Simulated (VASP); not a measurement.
Write the native input for VASP 6.6.1 that does the following.

```
Task                   : relaxation of cell and atoms
Functional             : PBEsol
Potentials or basis    : VASP PAW PBE potentials, release 64 (Se, Ca_sv)
Cutoff                 : 400 eV
k mesh                 : 5 × 5 × 5
Occupations            : gaussian, width 0.03 eV
Spin                   : no spin polarisation
Tolerance level        : screening
Purpose                : cell
Passes                 : 2
Further INCAR settings : ALGO = Normal; EDIFF = 1e-06
```

CaSe:

```xyz
2
Lattice="0.0000 2.9853 2.9853 2.9853 0.0000 2.9853 2.9853 2.9853 0.0000" Properties=species:S:1:pos:R:3 pbc="T T T"
Se    2.9853    2.9853    2.9853
Ca    0.0000    0.0000    0.0000
```

These files were run (other wordings do the same):

POSCAR

```
CaSe
1.0
    0.0000000000      2.9852692303      2.9852692303
    2.9852692303      0.0000000000      2.9852692303
    2.9852692303      2.9852692303      0.0000000000
Se Ca
1 1
Direct
    0.5000000000      0.5000000000      0.5000000000
    0.0000000000      0.0000000000      0.0000000000
```

INCAR.step1

```
  ALGO = Normal
  EDIFF = 1E-6
  EDIFFG = -0.005
  EFERMI = MIDGAP
  ENCUT = 400
  GGA = PS
  GGA_COMPAT = False
  IBRION = 2
  ISIF = 3
  ISMEAR = 0
  LASPH = True
  LCHARG = False
  LREAL = False
  LWAVE = False
  NELM = 120
  NELMIN = 4
  NSW = 80
  POTIM = 0.5
  PREC = Accurate
  SIGMA = 0.03
```

INCAR.step3

```
  ALGO = Normal
  EDIFF = 1E-6
  EFERMI = MIDGAP
  ENCUT = 400
  GGA = PS
  GGA_COMPAT = False
  ISIF = 2
  ISMEAR = 0
  LASPH = True
  LCHARG = False
  LREAL = False
  LWAVE = False
  NELM = 120
  PREC = Accurate
  SIGMA = 0.03
```

KPOINTS

```
Automatic mesh
0
Gamma
  5 5 5
  0 0 0
```

Potentials or basis: VASP PAW PBE potentials, release 64 (Se, Ca_sv).

The run is started by

```console
$ cat potpaw_PBE.64/Se/POTCAR potpaw_PBE.64/Ca_sv/POTCAR > POTCAR
$ cp INCAR.step1 INCAR
$ cp POSCAR.step1 POSCAR
$ mpirun -np 1 vasp_std > vasp.out
$ cp CONTCAR POSCAR
$ mpirun -np 1 vasp_std > vasp.out
$ cp CONTCAR POSCAR
$ cp INCAR.step3 INCAR
$ mpirun -np 1 vasp_std > vasp.out
```

Results of the run:

```yaml
Relaxed_volume: 25.37 Å³/atom
Relaxed_cell: a = 4.156 Å, b = 4.156 Å, c = 4.156 Å, α = 60.00°, β = 60.00°, γ = 60.00°
Space_group_after_relaxing_to_0.1_Å: Fm-3m (No. 225)
Energy_gained_by_relaxing: 8.5 meV/atom
Ionic_steps: 4
Pressure_after_relaxing: 0.0 GPa
Band_gap_on_the_k_mesh: 2.00 eV (least direct gap 2.91 eV)
```

Caveat: the PAW data sets were made with another functional, which shifts forces and pressure a little; an odd mesh through Γ misses points on the zone boundary, where band edges can lie.

It took 42 s on 1 thread of AMD EPYC 9R14 (Zen 4), with other jobs on the host, peak memory 0.12 GiB.
